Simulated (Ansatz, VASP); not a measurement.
## B in VASP and in Ansatz

Contents of INCAR:

```
ALGO = Normal
EDIFF = 1E-6
EDIFFG = -0.04
ENCUT = 600
GGA = PE
IBRION = 2
ISIF = 3
ISMEAR = 0
LASPH = T
LCHARG = F
LREAL = F
LWAVE = F
NELM = 60
NSW = 90
PREC = Accurate
SIGMA = 0.1
```

KPOINTS

```
k-points
0
Gamma
  6 6 6
```

Contents of POSCAR:

```
B
1.0
    3.8667158200      0.0000000000      0.0000000000
   -1.9333579100      3.3486741300      0.0000000000
    0.0000000000      0.0000000000      3.6607245000
B
6
Direct
    0.2340405300      0.4680810500      0.2500000000
    0.5319189500      0.7659594700      0.5833333300
    0.2340405300      0.7659594700      0.9166666700
    0.7659594700      0.5319189500      0.7500000000
    0.4680810500      0.2340405300      0.0833333300
    0.7659594700      0.2340405300      0.4166666700
```

Input for Ansatz:

```yaml
crystal:
  lattice:
    - [3.86671582, 0.0, 0.0]
    - [-1.93335791, 3.34867413, 0.0]
    - [0.0, 0.0, 3.6607245]
  atoms:
    - { symbol: B, position: [0.23404053, 0.46808105, 0.25] }
    - { symbol: B, position: [0.53191895, 0.76595947, 0.58333333] }
    - { symbol: B, position: [0.23404053, 0.76595947, 0.91666667] }
    - { symbol: B, position: [0.76595947, 0.53191895, 0.75] }
    - { symbol: B, position: [0.46808105, 0.23404053, 0.08333333] }
    - { symbol: B, position: [0.76595947, 0.23404053, 0.41666667] }
basis:
  ecutwfc: 420
kpoints:
  mp_grid: { grid: [6, 6, 6] }
hamiltonian:
  xc: pbe
scf:
  occupations: { method: gaussian, width: 0.1 }
  lower_state_search: "off"
output:
  forces: true
  stress: true
  eigenvalues: true
relax:
  adjacent_minimum: "off"
  f_tol: 0.04
  max_steps: 70
  cell: { stress_tol: 0.4 }
```

Alike in both runs: task relaxation of cell and atoms; functional PBE; k mesh 6 × 6 × 6; occupations gaussian, width 0.1 eV; no spin polarisation.

```csv
,VASP,Ansatz
version,VASP 6.6.1,Ansatz 0.2.0
potentials or method,"VASP PAW PBE potentials, release 64 (B), cutoff 600 eV","scalar-relativistic, plane waves, PAW"
valence electrons in the cell,18,18
```

```tsv
	VASP	Ansatz	Ansatz less VASP
gap on the k mesh at the Fermi level, each at its own relaxed structure (eV)	none	none	-
relaxed volume (Å³/atom)	7.30	7.29	-0.005
relaxed cell length with the largest relative difference (Å)	4.918	4.923	+0.0048
```

A gap of «none» marks a metal or a gap that the smearing closes.
